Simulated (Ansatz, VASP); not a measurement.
## One calculation of TePb, two programs

```
Pb Te
1.0
    -0.01615    3.23100    3.23100
     3.23100   -0.01615    3.23100
     3.21484    3.21484    0.00000
Pb Te
1 1
Direct
  0.00000 0.00000 0.00000
  0.50000 0.50000 0.50000
```

Alike in both runs: functional PBEsol; k mesh 6 × 6 × 6; occupations fermi-dirac, width 0.05 eV; no spin polarisation.

|  | VASP | Ansatz |
| --- | --- | --- |
| version | VASP 6.6.1 | Ansatz 0.2.0 |
| potentials or method | VASP PAW PBE potentials, release 64 (Pb_d, Te) | Ansatz PAW |
| plane-wave cutoff (eV) | 520 | 420 |
| valence electrons in the cell | 20 | 30 |
| task | single point | band structure |

```csv
,VASP,Ansatz,Ansatz less VASP
gap on the k mesh at the Fermi level (eV),0.62,0.62,-0.004
least direct gap on the mesh (eV),0.66,0.66,-0.004
pressure (GPa),-0.4,-0.4,+0.03
"traceless stress, the component that is largest in VASP (GPa)",0.15,0.15,-0.001
```

VASP's potentials were made for PBE, not for PBEsol. With one functional, cell and mesh, what is left measures potentials, basis and numerics. VASP's potentials hold 20 valence electrons a cell and Ansatz's 30, so a difference there can come from the potentials and not from the codes.

Neither program's run includes spin-orbit coupling.
